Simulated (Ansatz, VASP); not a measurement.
Two plane-wave programs on BaNaF

```
CELL_PARAMETERS angstrom
4.43407 0.00000 0.00000
-2.21703 3.84002 0.00000
0.00000 0.00000 6.96646
ATOMIC_POSITIONS crystal
Na 0.00000 0.00000 0.00000
Ba 0.33333 0.66667 0.50000
F 0.66667 0.33333 0.50000
```

Change from the starting cell: species swapped into the HoCuSi type (P-6m2, No. 187).

Alike in both runs: functional PBE; k mesh 12 × 12 × 8; occupations gaussian, width 0.1 eV; no spin polarisation.

Ansatz relaxed the structure, and its values are those at the end. VASP's run is a single point on that final structure, the one shown.

|  | VASP | Ansatz |
| --- | --- | --- |
| version | VASP 6.6.1 | Ansatz 0.2.0 |
| potentials or method | VASP PAW PBE potentials, release 64 (Na_sv, Ba_sv, F), cutoff 1130 eV | scalar-relativistic, plane waves, PAW |
| valence electrons in the cell | 26 | 26 |

Ansatz gave:

* gap on the k mesh at the Fermi level (eV): none
* pressure (GPa): 0.0

What did VASP give for the same quantities?

gap on the k mesh at the Fermi level (eV): none; pressure (GPa): 0.3.

A gap of «none» marks a metal or a gap that the smearing closes.

Neither program's run includes spin-orbit coupling.
